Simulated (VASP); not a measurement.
Here is a VASP 6.6.1 calculation.

INCAR

```
PREC     = Accurate       # precision mode
ENCUT    = 520            # plane-wave cutoff, eV
EDIFF    = 1E-8           # SCF threshold, eV
ISMEAR   = -1             # smearing method
SIGMA    = 0.05           # smearing width, eV
LREAL    = F              # projectors in reciprocal space
LASPH    = T              # aspherical terms in the spheres
NELM     = 100            # most SCF steps
ALGO     = Normal         # electronic algorithm
ISIF     = 2              # what is computed and relaxed
LWAVE    = F              # write WAVECAR
LCHARG   = F              # write CHGCAR
GGA      = PE             # functional
LEFG     = T            
NBANDS   = 11             # bands
```

The input KPOINTS:

```
regular mesh
0
Gamma
  12 12 3
```

The input POSCAR:

```
C
1.0
    2.4561701622      0.0000000000      0.0000000000
   -1.2280850811      2.1271057565      0.0000000000
    0.0000000000      0.0000000000      8.5238033600
C
2
Direct
    0.6666666667      0.3333333333      0.0000000000
    0.3333333333      0.6666666667      0.0000000000
```

Potentials or basis: VASP PAW PBE potentials, release 64 (C).

Command:

```console
$ cat potpaw_PBE.64/C/POTCAR > POTCAR
$ mpirun -np 1 vasp_std > vasp.out
```

Q: Predict the band gap on the k mesh.

A: Zero (filled and empty bands touch).

Electric field gradients, principal values (V/Å²):
```csv
atom,least,middle,greatest (by size)
1 C,-15.627,-15.629,31.256
2 C,-15.627,-15.629,31.256
```

Caveat: without QUAD_EFG the Cq values of the log hold for a quadrupole moment of 1 mb, not for the nuclei.
